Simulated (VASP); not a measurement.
# AgBr2 (Fd-3m) in VASP: notebook, part 2 of 2

VASP 6.6.1. Earlier steps stand in the parts before.

## (4) Single point, PBE

This run uses another cell than the first one, of 29.65 Å³/atom, 1.118 times its volume.

File INCAR:

```
ALGO     = Normal         # electronic algorithm
EDIFF    = 1E-6           # SCF threshold, eV
ENCUT    = 520            # plane-wave cutoff, eV
GGA      = PE             # functional
ISIF     = 2              # what is computed and relaxed
ISMEAR   = 0              # smearing method
LASPH    = T              # aspherical terms in the spheres
LCHARG   = T              # write CHGCAR
LELF     = T              # ELF
LREAL    = F              # projectors in reciprocal space
LVHAR    = T            
LWAVE    = F              # write WAVECAR
NBANDS   = 34             # bands
NELM     = 60             # most SCF steps
PREC     = Accurate       # precision mode
SIGMA    = 0.1            # smearing width, eV
```

File KPOINTS:

```
k-points
0
Gamma
  8 8 8
```

File POSCAR:

```
AgBr2
1.0
    0.0000000000      4.4639625527      4.4639625527
    4.4639625527      0.0000000000      4.4639625527
    4.4639625527      4.4639625527      0.0000000000
Ag Br
2 4
Direct
    0.0000000000      0.0000000000      0.0000000000
    0.2500000000      0.2500000000      0.2500000000
    0.6250000000      0.6250000000      0.6250000000
    0.1250000000      0.6250000000      0.6250000000
    0.6250000000      0.6250000000      0.1250000000
    0.6250000000      0.1250000000      0.6250000000
```

Potentials or basis: VASP PAW PBE potentials, release 64 (Ag, Br).

Started as:

```console
$ cat potpaw_PBE.64/Ag/POTCAR potpaw_PBE.64/Br/POTCAR > POTCAR
$ mpirun -np 1 vasp_std > vasp.out
```

OUTCAR:

```text
EDIFF = 1E-6
   ENCUT = 520
   GGA = PE
   ISIF = 2
   ISMEAR = 0
   LASPH = T
   LREAL = F
   NELM = 60
   PREC = Accurate

 ion  position               nearest neighbor table
   1  0.000  0.000  0.000-
   2  0.250  0.250  0.250-
   3  0.625  0.625  0.625-
   4  0.125  0.625  0.625-
   5  0.625  0.625  0.125-
   6  0.625  0.125  0.625-

  LATTYP: Found a face centered cubic cell.
 ALAT       =     8.9279251054

  Lattice vectors:

 A1 = (   0.0000000000,   4.4639625527,   4.4639625527)
 A2 = (   4.4639625527,   0.0000000000,   4.4639625527)
 A3 = (   4.4639625527,   4.4639625527,   0.0000000000)

Analysis of symmetry for initial positions (statically):
=====================================================================
 Subroutine PRICEL returns:
 Original cell was already a primitive cell.

 Routine SETGRP: Setting up the symmetry group for a
 face centered cubic supercell.

[... 169 lines left out ...]
  ---------------------------------------------------
  ext. energy  EPLUGINS =         0.00000000
  ---------------------------------------------------
  free energy    TOTEN  =        -8.47707717 eV

  energy without entropy =       -8.43656106  energy(sigma->0) =       -8.45681912

 E-fermi :   2.0733     XC(G=0):  -8.7936

 val. band max:        2.0732865582   @ k =  -0.2500   0.3750   0.1250
 cond. band min:       2.1540929036   @ k =   0.1250   0.0000   0.0000
 fundamental gap:      0.0808063455
 Fermi energy:         2.0733237475

 k-point     1 :       0.0000    0.0000    0.0000
  band No.  band energies     occupation
      1     -13.3712      2.00000
      2     -11.8704      2.00000
      3     -11.8704      2.00000
      4     -11.8704      2.00000
      5      -3.5153      2.00000
      6      -2.1544      2.00000
[... 877 lines left out ...]
     33       8.9395      0.00000
     34       9.6998      0.00000

 [... further k-points ...]
[... 5 lines left out ...]
  --------------------------------------------------------------------------------------
  -------------------------------------------------------------------------------------
  Total       -0.0379781     -0.0379781     -0.0379781      0.0000000      0.0000000      0.0000000
  in kB       -0.3420204     -0.3420204     -0.3420204      0.0000000      0.0000000      0.0000000
  external PRESSURE =      -0.3420204 kB  Pullay stress =       0.0000000 kB

 VOLUME and BASIS-vectors are now :
 -----------------------------------------------------------------------------
  energy-cutoff  :      520.00
  volume of cell :      177.91
      direct lattice vectors                 reciprocal lattice vectors
     0.000000000  4.463962553  4.463962553    -0.112008108  0.112008108  0.112008108
     4.463962553  0.000000000  4.463962553     0.112008108 -0.112008108  0.112008108
     4.463962553  4.463962553  0.000000000     0.112008108  0.112008108 -0.112008108

 POSITION                                       TOTAL-FORCE (eV/Angst)
 -----------------------------------------------------------------------------------
      0.00000      0.00000      0.00000         0.000000      0.000000      0.000000
      2.23198      2.23198      2.23198        -0.000000     -0.000000     -0.000000
      5.57995      5.57995      5.57995        -0.000000      0.000000     -0.000000
      5.57995      3.34797      3.34797        -0.000000      0.000000     -0.000000
      3.34797      3.34797      5.57995        -0.000000      0.000000     -0.000000
      3.34797      5.57995      3.34797        -0.000000      0.000000     -0.000000
 -----------------------------------------------------------------------------------
    total drift:                               -0.000000      0.000000     -0.000000

  FREE ENERGIE OF THE ION-ELECTRON SYSTEM (eV)
  ---------------------------------------------------
  free  energy   TOTEN  =        -8.4770771709 eV

  energy  without entropy=       -8.4365610635  energy(sigma->0) =       -8.45681912
```

OSZICAR:

```text
N       E                     dE             d eps       ncg     rms          rms(c)
DAV:   1     0.322103374474E+03    0.32210E+03   -0.22075E+04  1972   0.128E+03
DAV:   2     0.156645370815E+02   -0.30644E+03   -0.28796E+03  2336   0.251E+02
DAV:   3    -0.914446300638E+01   -0.24809E+02   -0.24309E+02  2086   0.700E+01
DAV:   4    -0.948456057902E+01   -0.34010E+00   -0.33891E+00  2262   0.931E+00
DAV:   5    -0.948830475162E+01   -0.37442E-02   -0.37431E-02  2214   0.971E-01    0.873E+00
DAV:   6    -0.858058949827E+01    0.90772E+00   -0.99225E-01  2260   0.983E+00    0.566E+00
DAV:   7    -0.848843473284E+01    0.92155E-01   -0.57055E-01  2102   0.396E+00    0.206E+00
DAV:   8    -0.848090460266E+01    0.75301E-02   -0.13379E-01  2066   0.273E+00    0.813E-01
DAV:   9    -0.847732742036E+01    0.35772E-02   -0.22882E-02  2060   0.132E+00    0.214E-01
DAV:  10    -0.847715664120E+01    0.17078E-03   -0.31709E-03  2056   0.283E-01    0.903E-02
DAV:  11    -0.847728695563E+01   -0.13031E-03   -0.23498E-03  2172   0.391E-01    0.769E-02
DAV:  12    -0.847707725688E+01    0.20970E-03   -0.82109E-04  2080   0.192E-01    0.211E-02
DAV:  13    -0.847707862510E+01   -0.13682E-05   -0.54737E-05  2010   0.367E-02    0.538E-03
DAV:  14    -0.847707700811E+01    0.16170E-05   -0.52044E-06  1934   0.101E-02    0.361E-03
DAV:  15    -0.847707717090E+01   -0.16279E-06   -0.87622E-07  1050   0.810E-03
   1 F= -.84770772E+01 E0= -.84568191E+01  d E =-.405161E-01
```

stdout:

```text
POSCAR found type information on POSCAR AgBr
 POSCAR found :  2 types and       6 ions
 scaLAPACK will be used
 LDA part: xc-table for (Slater+PW92), standard interpolation
 POSCAR, INCAR and KPOINTS ok, starting setup
 FFT: planning ... GRIDC
 FFT: planning ... GRID_SOFT
 FFT: planning ... GRID
 WAVECAR not read
 entering main loop
```

It took 2.7 min on 1 thread of Intel Xeon Platinum 8259CL at 2.50GHz (Skylake/Cascade Lake), shared host; peak memory 0.4 GiB.

Results:

```
Free energy            : -8.4771 eV
Pressure               : 0.0 GPa
Band gap on the k mesh : zero (band 25 reaches 2.40 eV, above the bottom of band 26 at 1.76 eV)
```
